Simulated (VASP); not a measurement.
# Ti3Al (P-6m2) in VASP: further runs

Runs on Ti3Al. Level: PBEsol. Tasks: single point.

All numbers are computed with VASP 6.6.1; they aren't measurements. Logs are shortened: lines on timing, memory, paths and dates and some standing lists are left out, and cuts for length are marked.

### 1 The cell of the first run

The structure is hexagonal, space group P-6m2 (No. 187). The conventional cell has a = 2.870 Å, b = 2.870 Å, c = 9.300 Å, α = 90.00°, β = 90.00°, γ = 120.00°. Within 3.8 Å of Ti (site symmetry -6m2) lie 12 Ti at 2.87 to 2.93 Å. Ti (site symmetry 3m) has 3 Al at 2.78 Å and 9 Ti at 2.87 to 2.93 Å within 3.7 Å. Within 3.7 Å of Al (site symmetry -6m2) lie 6 Ti at 2.78 Å and 6 Al at 2.87 Å.

### 2 Single point, PBEsol

Input file INCAR:

```
ALGO     = Fast           # electronic algorithm
EDIFF    = 1E-6           # SCF threshold, eV
ENCUT    = 520            # plane-wave cutoff, eV
GGA      = PS             # functional
ISIF     = 2              # what is computed and relaxed
ISMEAR   = 0              # smearing method
LASPH    = T              # aspherical terms in the spheres
LCHARG   = F              # write CHGCAR
LREAL    = F              # projectors in reciprocal space
LWAVE    = F              # write WAVECAR
NBANDS   = 28             # bands
NELM     = 80             # most SCF steps
PREC     = Accurate       # precision mode
SIGMA    = 0.15           # smearing width, eV
```

Input file KPOINTS:

```
k-points
0
Gamma
  15 15 6
```

Input file POSCAR:

```
Ti3Al
1.0
    2.8701969374      0.0000000000      0.0000000000
   -1.4350984687      2.4856634617      0.0000000000
    0.0000000000      0.0000000000      9.3000121166
Ti Al
3 1
Direct
    0.6666666667      0.3333333333      0.0000000000
    0.3333333333      0.6666666667      0.7402302947
    0.3333333333      0.6666666667      0.2597697053
    0.6666666667      0.3333333333      0.5000000000
```

Potentials or basis: VASP PAW PBE potentials, release 64 (Ti_sv, Al).

On the command line:

```console
> cat potpaw_PBE.64/Ti_sv/POTCAR potpaw_PBE.64/Al/POTCAR > POTCAR
> mpirun -np 1 vasp_std > vasp.out
```

OUTCAR:

```text
EDIFF = 1E-6
   ENCUT = 520
   GGA = PS
   ISIF = 2
   ISMEAR = 0
   LASPH = T
   LREAL = F
   NELM = 80
   PREC = Accurate

 ion  position               nearest neighbor table
   1  0.667  0.333  0.000-
   2  0.333  0.667  0.740-   4 2.78   4 2.78   4 2.78
   3  0.333  0.667  0.260-   4 2.78   4 2.78   4 2.78
   4  0.667  0.333  0.500-   2 2.78   3 2.78   2 2.78   3 2.78   2 2.78   3 2.78

  LATTYP: Found a hexagonal cell.
 ALAT       =     2.8701969374
 C/A-ratio  =     3.2402000000

  Lattice vectors:

 A1 = (   2.8701969374,   0.0000000000,   0.0000000000)
 A2 = (  -1.4350984687,   2.4856634617,   0.0000000000)
 A3 = (   0.0000000000,   0.0000000000,   9.3000121166)

Analysis of symmetry for initial positions (statically):
=====================================================================
 Subroutine PRICEL returns:
 Original cell was already a primitive cell.

 Routine SETGRP: Setting up the symmetry group for a
 hexagonal supercell.

 Subroutine GETGRP returns: Found 12 space group operations
 (whereof 12 operations were pure point group operations)
 out of a pool of 24 trial point group operations.

The static configuration has the point symmetry D_3h.

Analysis of symmetry for dynamics (positions and initial velocities):
=====================================================================
 Subroutine PRICEL returns:
 Original cell was already a primitive cell.

 Routine SETGRP: Setting up the symmetry group for a
 hexagonal supercell.

 Subroutine GETGRP returns: Found 12 space group operations
 (whereof 12 operations were pure point group operations)
 out of a pool of 24 trial point group operations.

The dynamic configuration has the point symmetry D_3h.

 Subroutine INISYM returns: Found 12 space group operations
 (whereof 12 operations are pure point group operations),
 and found     1 'primitive' translations

----------------------------------------------------------------------------------------

                                     Primitive cell

  volume of cell :      66.3495

  direct lattice vectors                    reciprocal lattice vectors
     2.870196937  0.000000000  0.000000000     0.348408148  0.201153538  0.000000000
    -1.435098469  2.485663462  0.000000000     0.000000000  0.402307076  0.000000000
     0.000000000  0.000000000  9.300012117     0.000000000  0.000000000  0.107526742

  length of vectors
     2.870196937  2.870196937  9.300012117     0.402307076  0.402307076  0.107526742

  position of ions in fractional coordinates (direct lattice)
     0.666666667  0.333333333  0.000000000
     0.333333333  0.666666667  0.740230295
     0.333333333  0.666666667  0.259769705
     0.666666667  0.333333333  0.500000000

  ion indices of the primitive-cell ions
   primitive index   ion index
                 1           1
                 2           2
                 3           3
                 4           4

----------------------------------------------------------------------------------------

 KPOINTS: k-points

Automatic generation of k-mesh.
 Grid dimensions read from file:
 generate k-points for:   15   15    6

 Generating k-lattice:

  Cartesian coordinates                     Fractional coordinates (reciprocal lattice)
     0.023227210  0.013410236  0.000000000     0.066666667  0.000000000  0.000000000
     0.000000000  0.026820472  0.000000000     0.000000000  0.066666667  0.000000000
     0.000000000  0.000000000  0.017921124     0.000000000  0.000000000  0.166666667

  Length of vectors
     0.026820472  0.026820472  0.017921124

  Shift w.r.t. Gamma in fractional coordinates (k-lattice)
     0.000000000  0.000000000  0.000000000

 Subroutine IBZKPT returns following result:
 ===========================================

 Found    108 irreducible k-points:

 Following reciprocal coordinates:
            Coordinates               Weight
  0.000000  0.000000  0.000000      1.000000
  0.066667  0.000000  0.000000      6.000000
  0.133333  0.000000  0.000000      6.000000
  0.200000  0.000000  0.000000      6.000000
  0.266667  0.000000  0.000000      6.000000
  0.333333  0.000000  0.000000      6.000000
[... 16 lines left out ...]
  0.333333  0.200000  0.000000     12.000000
  0.400000  0.200000  0.000000      6.000000
 [... further k-points ...]
   k-points           NKPTS =    108   k-points in BZ     NKDIM =    108   number of bands    NBANDS=     28
   number of dos      NEDOS =    301   number of ions     NIONS =      4
   total plane-waves  NPLWV =  40320
   dimension x,y,z NGX =    24 NGY =   24 NGZ =   70
   dimension x,y,z NGXF=    48 NGYF=   48 NGZF=  140
   ions per type =               3   1
   NGX,Y,Z   is equivalent  to a cutoff of  13.90, 13.90, 12.51 a.u.
   NGXF,Y,Z  is equivalent  to a cutoff of  27.80, 27.80, 25.03 a.u.
 SYSTEM =  unknown system
   PREC   = accura    normal or accurate (medium, high low for compatibility)
   ISTART =      0    job   : 0-new  1-cont  2-samecut
   ICHARG =      2    charge: 1-file 2-atom 10-const
   ISPIN  =      1    spin polarized calculation?
   LNONCOLLINEAR =      F non collinear calculations
   LSORBIT =      F    spin-orbit coupling
   LASPH  =      T    aspherical Exc in radial PAW
   ENCUT  =  520.0 eV  38.22 Ry    6.18 a.u.   5.34  5.34 17.29*2*pi/ulx,y,z
   NELM   =     80;   NELMIN=  2; NELMDL= -5     # of ELM steps
   EDIFF  = 0.1E-05   stopping-criterion for ELM
   LREAL  =      F    real-space projection
   EDIFFG = 0.1E-04   stopping-criterion for IOM
   NSW    =      0    number of steps for IOM
   IBRION =     -1    ionic relax: 0-MD 1-quasi-New 2-CG
   NFREE  =      0    steps in history (QN), initial steepest desc. (CG)
   ISIF   =      2    stress and relaxation
   ISYM   =      2    0-nonsym 1-usesym 2-fastsym
   POTIM  = 0.5000    time-step for ionic-motion
   TEBEG  =    0.0;   TEEND  =   0.0 temperature during run
   PSTRESS=    0.0 pullay stress
   NELECT =      39.0000    total number of electrons
   NUPDOWN=      -1.0000    fix difference up-down
   EMIN   =  10.00;   EMAX   =-10.00  energy-range for DOS
   EFERMI =   0.00;   METHOD = LEGACY
   ISMEAR =     0;   SIGMA  =   0.15  broadening in eV -4-tet -1-fermi 0-gaus
   EFERMI_NEDOS =   21; number of points for ismear=-14 and -15
   IALGO  =     68    algorithm
   IMIX   =      4    mixing-type and parameters
     AMIX     =   0.40;   BMIX     =  1.00
     AMIX_MAG =   1.60;   BMIX_MAG =  1.00
  volume/ion in A,a.u.               =      16.59       111.94
  Fermi-wavevector in a.u.,A,eV,Ry     =   1.371357  2.591489 25.587388  1.880620
  Thomas-Fermi vector in A             =   2.497061
   LORBIT       =      0    0 simple, 1 ext, 2 COOP (PROOUT), +10 PAW based schemes
   GGA     = PS    functional components
   LHFCALC =     F    Hartree Fock is set to
   AEXX    =    0.0000 exact exchange contribution
   IVDW    =     0    specifies the selected vdW correction
   LEPSILON=     F    determine dielectric tensor
   LRPA    =     F    only Hartree local field effects (RPA)
 non-spin polarized calculation
 RMM-DIIS sequential band-by-band and
 Gauss-broadening in eV      SIGMA  =   0.15
  energy-cutoff  :      520.00
  volume of cell :       66.35
 maximum number of plane-waves:      1811
 NGX is ok and might be reduce to    24
   NGX = 11   NGY = 11   NGZ = 35

 number of electron      39.0000005 magnetization

 Free energy of the ion-electron system (eV)
  ---------------------------------------------------
  ext. energy  EPLUGINS =         0.00000000
  ---------------------------------------------------
  free energy    TOTEN  =       -29.56134930 eV

  energy without entropy =      -29.50898432  energy(sigma->0) =      -29.53516681

 E-fermi :   8.1798     XC(G=0): -11.4571

 val. band max:        8.1680293162   @ k =   0.3333   0.3333   0.3333
 cond. band min:       8.1864863667   @ k =   0.0667   0.0000   0.5000
 fundamental gap:      0.0184570505
 Fermi energy:         8.1797721951

 k-point     1 :       0.0000    0.0000    0.0000
  band No.  band energies     occupation
      1     -48.2713      2.00000
      2     -48.1557      2.00000
      3     -48.1417      2.00000
      4     -24.8379      2.00000
      5     -24.5694      2.00000
      6     -24.3731      2.00000
[... 20 lines left out ...]
     27      10.5082      0.00000
     28      10.9742      0.00000

 k-point     2 :       0.0667    0.0000    0.0000
  band No.  band energies     occupation
      1     -48.2667      2.00000
      2     -48.1516      2.00000
      3     -48.1381      2.00000
      4     -24.8303      2.00000
      5     -24.5678      2.00000
      6     -24.3752      2.00000
[... 20 lines left out ...]
     27      10.4556      0.00000
     28      10.9283      0.00000

 k-point     3 :       0.1333    0.0000    0.0000
  band No.  band energies     occupation
      1     -48.2538      2.00000
      2     -48.1399      2.00000
      3     -48.1278      2.00000
      4     -24.8085      2.00000
      5     -24.5664      2.00000
      6     -24.3844      2.00000
[... 20 lines left out ...]
     27      10.3370      0.00000
     28      10.7872      0.00000

 k-point     4 :       0.2000    0.0000    0.0000
  band No.  band energies     occupation
      1     -48.2346      2.00000
      2     -48.1227      2.00000
      3     -48.1127      2.00000
      4     -24.7768      2.00000
      5     -24.5825      2.00000
      6     -24.4230      2.00000
[... 578 lines left out ...]
     27      10.9771      0.00000
     28      11.3666      0.00000

 k-point    23 :       0.3333    0.2000    0.0000
  band No.  band energies     occupation
      1     -48.1592      2.00000
      2     -48.0556      2.00000
      3     -48.0546      2.00000
      4     -24.7966      2.00000
      5     -24.7342      2.00000
      6     -24.6619      2.00000
[... 20 lines left out ...]
     27      11.0867      0.00000
     28      11.4208      0.00000

 k-point    24 :       0.4000    0.2000    0.0000
  band No.  band energies     occupation
      1     -48.1553      2.00000
      2     -48.0522      2.00000
      3     -48.0516      2.00000
      4     -24.8082      2.00000
      5     -24.7400      2.00000
      6     -24.6701      2.00000
[... 20 lines left out ...]
     27      11.1252      0.00000
     28      11.5564      0.00000

 [... further k-points ...]

------------------------ aborting loop because EDIFF is reached ----------------------------------------

  FORCE on cell =-STRESS in cart. coord.  units (eV):
  Direction    XX          YY          ZZ          XY          YZ          ZX
  --------------------------------------------------------------------------------------
  -------------------------------------------------------------------------------------
  Total        0.0842634      0.0842634     -0.4143484      0.0000000      0.0000000      0.0000000
  in kB        2.0347537      2.0347537    -10.0054971      0.0000000      0.0000000      0.0000000
  external PRESSURE =      -1.9786632 kB  Pullay stress =       0.0000000 kB

 VOLUME and BASIS-vectors are now :
 -----------------------------------------------------------------------------
  energy-cutoff  :      520.00
  volume of cell :       66.35
      direct lattice vectors                 reciprocal lattice vectors
     2.870196937  0.000000000  0.000000000     0.348408148  0.201153538  0.000000000
    -1.435098469  2.485663462  0.000000000     0.000000000  0.402307076  0.000000000
     0.000000000  0.000000000  9.300012117     0.000000000  0.000000000  0.107526742

 POSITION                                       TOTAL-FORCE (eV/Angst)
 -----------------------------------------------------------------------------------
      1.43510      0.82855      0.00000        -0.000000      0.000000      0.000000
     -0.00000      1.65711      6.88415        -0.000000      0.000000      0.686888
     -0.00000      1.65711      2.41586         0.000000      0.000000     -0.686888
      1.43510      0.82855      4.65001         0.000000      0.000000      0.000000
 -----------------------------------------------------------------------------------
    total drift:                                0.000000     -0.000000      0.000000

  FREE ENERGIE OF THE ION-ELECTRON SYSTEM (eV)
  ---------------------------------------------------
  free  energy   TOTEN  =       -29.5613493041 eV

  energy  without entropy=      -29.5089843184  energy(sigma->0) =      -29.53516681
```

Wall time 4.6 min (1 thread of Intel Xeon 6975P-C (Granite Rapids), shared host); peak memory 0.31 GiB.

What came out:

| Property | Result |
| --- | --- |
| Free energy | -29.5613 eV |
| Pressure | -0.2 GPa |
| Largest force | 0.687 eV/Å |
| Band gap on the k mesh | zero (an odd number of electrons rules out a gap without spin polarisation) |

Forces in eV/Å, atoms in the order of the input:
```
Ti   0.000  0.000  0.000
Ti   0.000  0.000  0.687
Ti   0.000  0.000 -0.687
Al   0.000  0.000  0.000
```

Stress tensor (GPa, compression positive):
```
 0.20  0.00  0.00
 0.00  0.20  0.00
 0.00  0.00 -1.00
```

Levels at points of the mesh, in eV from the Fermi level:
```csv
k point,band 16,band 17,band 18,band 19,band 20,band 21,band 22,band 23,band 24,band 25
"(0.00, 0.00, 0.00)",-2.49,-0.69,0.11,0.37,0.97,0.97,1.09,1.09,1.29,1.29
"(0.00, 0.00, 0.50)",-3.21,-0.88,0.09,0.43,0.97,0.97,1.08,1.08,1.30,1.30
```

Caveat: the PAW data sets were made with another functional, which shifts forces and pressure a little.

(Continued in part 2 of 2.)
